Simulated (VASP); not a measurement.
Input of a VASP 6.6.1 run:

Contents of INCAR:

```
SYSTEM = TiB3
ALGO = Normal
EDIFF = 1E-7
ENCUT = 520
GGA = PE
ISIF = 2
ISMEAR = 0
LASPH = .True.
LCHARG = .True.
LELF = .True.
LREAL = .False.
LVHAR = .True.
LWAVE = .False.
NBANDS = 18
NELM = 100
PREC = Accurate
SIGMA = 0.1
```

The input KPOINTS:

```
k-points
0
Gamma
  16 10 10
  0 0 0
```

POSCAR

```
TiB3
1.0
    2.4788343244      0.0000000000      0.0000000000
    0.0000000000      4.0864076741      0.0000000000
    0.0000000000      0.0000000000      4.2779962244
Ti B
1 3
Direct
    0.0000000000      0.5000000000      0.1659160000
    0.5000000000      0.5000000000      0.6672710000
    0.5000000000      0.0000000000      0.3309120000
    0.0000000000      0.0000000000      0.8359000000
```

Potentials or basis: VASP PAW PBE potentials, release 64 (Ti_sv, B).

Run with:

```bash
$ cat potpaw_PBE.64/Ti_sv/POTCAR potpaw_PBE.64/B/POTCAR > POTCAR
$ mpirun -np 1 vasp_std > vasp.out
```

(1) Predict the pressure.

(2) Estimate the band gap on the k mesh.

Answers

(1) -25.3 GPa.

(2) zero (an odd number of electrons rules out a gap without spin polarisation).

Caveat: the cell differs from its parent crystal (Al replaced by B, lengths x 0.873, strained); the stress differs along the axes, from -31 to -17 GPa.
